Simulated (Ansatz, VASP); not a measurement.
# One calculation of InP, two programs

Contents of INCAR:

```
PREC = Accurate ; ENCUT = 520
EDIFF = 1E-6 ; ISMEAR = -1
SIGMA = 0.02 ; LREAL = F
LASPH = T ; NELM = 60
ALGO = Normal ; ISIF = 2
LWAVE = F ; LCHARG = F
GGA = PE ; NBANDS = 26
```

Contents of KPOINTS:

```
regular mesh
0
Gamma
  6 6 4
```

The input POSCAR:

```
InP
1.0
    4.3931098464      0.0000000000      0.0000000000
   -2.1965549232      3.8045447286      0.0000000000
    0.0000000000      0.0000000000      5.9734964704
In P
2 2
Direct
    0.3333333333      0.6666666667      0.2500000000
    0.6666666667      0.3333333333      0.7500000000
    0.6666666667      0.3333333333      0.2500000000
    0.3333333333      0.6666666667      0.7500000000
```

Input for Ansatz:

```yaml
crystal:
  lattice:
    - [4.3931098464, 0.0, 0.0]
    - [-2.1965549232, 3.8045447286, 0.0]
    - [0.0, 0.0, 5.9734964704]
  atoms:
    - { symbol: In, position: [0.3333333333, 0.6666666667, 0.25] }
    - { symbol: In, position: [0.6666666667, 0.3333333333, 0.75] }
    - { symbol: P, position: [0.6666666667, 0.3333333333, 0.25] }
    - { symbol: P, position: [0.3333333333, 0.6666666667, 0.75] }
kpoints:
  mp_grid: { grid: [6, 6, 4] }
hamiltonian:
  xc: pbe
scf:
  occupations: { method: fermi_dirac, width: 0.02 }
  n_extra_bands: 5
  convergence: { dr2_threshold: 1.0e-12 }
  max_iter: 82
output:
  forces: true
  stress: true
  eigenvalues: true
```

Alike in both runs: task single point; functional PBE; k mesh 6 × 6 × 4; occupations fermi-dirac, width 0.02 eV; no spin polarisation.

```csv
,VASP,Ansatz
version,VASP 6.6.1,Ansatz 0.2.0
potentials or method,"VASP PAW PBE potentials, release 64 (In_d, P)",plane waves
plane-wave cutoff (eV),520,420
valence electrons in the cell,36,36
```

Ansatz gave:

- pressure (GPa): 1.7
- traceless stress, the component that is largest in VASP (GPa): -0.78

Which values does VASP return?

Pressure (GPa): 1.6; traceless stress, the component that is largest in VASP (GPa): -0.75.

The functional is the same, so the differences come from potentials, cutoffs and numerics.
